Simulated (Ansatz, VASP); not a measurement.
# One calculation of I, two programs

```
I
1.0
     4.02134   -3.05952   -0.62563
     4.02134    3.05952   -0.62563
    -0.70863    0.00000    6.30480
I
3
Direct
  0.66667 0.66667 0.66688
  0.33333 0.33333 0.33312
  0.00000 0.00000 0.00000
```

Alike in both runs: functional PBE; k mesh 10 × 10 × 10; occupations gaussian, width 0.1 eV; no spin polarisation.

Ansatz relaxed the structure, and its values are those at the end. VASP's run is a single point on that final structure, the one shown.

|  | VASP | Ansatz |
| --- | --- | --- |
| version | VASP 6.6.1 | Ansatz 0.2.0 |
| potentials or method | VASP PAW PBE potentials, release 64 (I), cutoff 520 eV | scalar-relativistic, plane waves, PAW |
| valence electrons in the cell | 21 | 51 |

|  | VASP | Ansatz | Ansatz less VASP |
| --- | --- | --- | --- |
| gap on the k mesh at the Fermi level (eV) | none | none | - |
| pressure (GPa) | 0.0 | 0.0 | +0.04 |

A gap of «none» marks a metal or a gap that the smearing closes. The functional is the same, so the differences come from potentials, cutoffs and numerics. VASP's potentials hold 21 valence electrons a cell and Ansatz's 51, so a difference there can come from the potentials and not from the codes.

Neither program's run includes spin-orbit coupling.
